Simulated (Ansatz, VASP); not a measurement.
Si4B in VASP and in Ansatz

```
CELL_PARAMETERS angstrom
0.00000 2.28880 9.25271
1.57789 0.00000 9.25271
1.57789 2.28880 0.00000
ATOMIC_POSITIONS crystal
Si 0.42788 0.42788 0.57212
Si 0.80722 0.80722 0.19278
Si 0.19278 0.19278 0.80722
Si 0.57212 0.57212 0.42788
B 0.00000 0.00000 0.00000
```

Change from the starting cell: species swapped into the ReW4 type (Fmmm, No. 69).

Alike in both runs: functional PBE; k mesh 7 × 7 × 7; occupations gaussian, width 0.2 eV; no spin polarisation.

Ansatz relaxed the structure, and its values are those at the end. VASP's run is a single point on that final structure, the one shown.

|  | VASP | Ansatz |
| --- | --- | --- |
| version | VASP 6.6.1 | Ansatz 0.2.0 |
| potentials or method | VASP PAW PBE potentials, release 64 (Si, B), cutoff 520 eV | scalar-relativistic, plane waves, PAW |
| valence electrons in the cell | 19 | 19 |

Ansatz gave:

* gap on the k mesh at the Fermi level (eV): none
* pressure (GPa): 0.1
* rms of the force components (eV/Å): 0.020

Q: Which values does VASP return?

A: gap on the k mesh at the Fermi level (eV): none; pressure (GPa): 0.1; rms of the force components (eV/Å): 0.017.

A gap of «none» marks a metal or a gap that the smearing closes. With one functional, cell and mesh, what is left measures potentials, basis and numerics.
